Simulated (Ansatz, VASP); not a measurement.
# CsPbCl3: VASP beside Ansatz

File INCAR:

```
PREC = Accurate
ENCUT = 600
EDIFF = 1E-6
ISMEAR = -1
SIGMA = 0.02
LREAL = False
LASPH = True
NELM = 60
ALGO = Normal
ISIF = 3
LWAVE = False
LCHARG = False
GGA = CA
IBRION = 2
NSW = 80
EDIFFG = -0.01
```

Contents of KPOINTS:

```
Automatic mesh
0
Gamma
  6 6 6
```

Contents of POSCAR:

```
CsPbCl3
1.0
    5.6050000000      0.0000000000      0.0000000000
    0.0000000000      5.6050000000      0.0000000000
    0.0000000000      0.0000000000      5.6050000000
Cs Pb Cl
1 1 3
Direct
    0.0000000000      0.0000000000      0.0000000000
    0.5000000000      0.5000000000      0.5000000000
    0.5000000000      0.5000000000      0.0000000000
    0.0000000000      0.5000000000      0.5000000000
    0.5000000000      0.0000000000      0.5000000000
```

Input for Ansatz:

```yaml
crystal:
  lattice:
    - [5.605, 0.0, 0.0]
    - [0.0, 5.605, 0.0]
    - [0.0, 0.0, 5.605]
  atoms:
    - { symbol: Cs, position: [0.0, 0.0, 0.0] }
    - { symbol: Pb, position: [0.5, 0.5, 0.5] }
    - { symbol: Cl, position: [0.5, 0.5, 0.0] }
    - { symbol: Cl, position: [0.0, 0.5, 0.5] }
    - { symbol: Cl, position: [0.5, 0.0, 0.5] }
  symmetry: { tolerance: 0.0003 }
hamiltonian:
  xc: lda
  pseudopotentials: { kind: paw, azcp: { folder: soft_1 } }
basis:
  ecutwfc: 420
magnetization:
  spin_polarized: false
scf:
  occupations: { method: fermi_dirac, width: 0.02 }
kpoints:
  mp_grid: { grid: [6, 6, 6], shift: [0, 0, 0] }
output:
  forces: true
  stress: true
  eigenvalues: true
relax:
  max_steps: 60
  cell: {}
```

Alike in both runs: task relaxation of cell and atoms; functional LDA; k mesh 6 × 6 × 6; occupations fermi-dirac, width 0.02 eV; no spin polarisation.

```csv
,VASP,Ansatz
version,VASP 6.6.1,Ansatz 0.2.0
potentials or method,"VASP PAW LDA potentials, release 64 (Cs_sv, Pb_d, Cl), cutoff 600 eV",PAW plane waves
valence electrons in the cell,44,44
```

Ansatz gave:

```
gap on the k mesh at the Fermi level, each at its own relaxed structure (eV) : 1.53
relaxed volume (Å³/atom)                                                     : 33.61
relaxed length of the cell vector where the two differ most in proportion (Å)              : 5.519
```

Task: Estimate VASP's values.

Result: gap on the k mesh at the Fermi level, each at its own relaxed structure (eV): 1.51; relaxed volume (Å³/atom): 33.74; relaxed length of the cell vector where the two differ most in proportion (Å): 5.525.

Ansatz warns that its potentials were made for another functional, while VASP's fit it. LDA's correlation is that of Perdew and Zunger in VASP and of Perdew and Wang (1992) in Ansatz.

Spin-orbit coupling is off throughout.
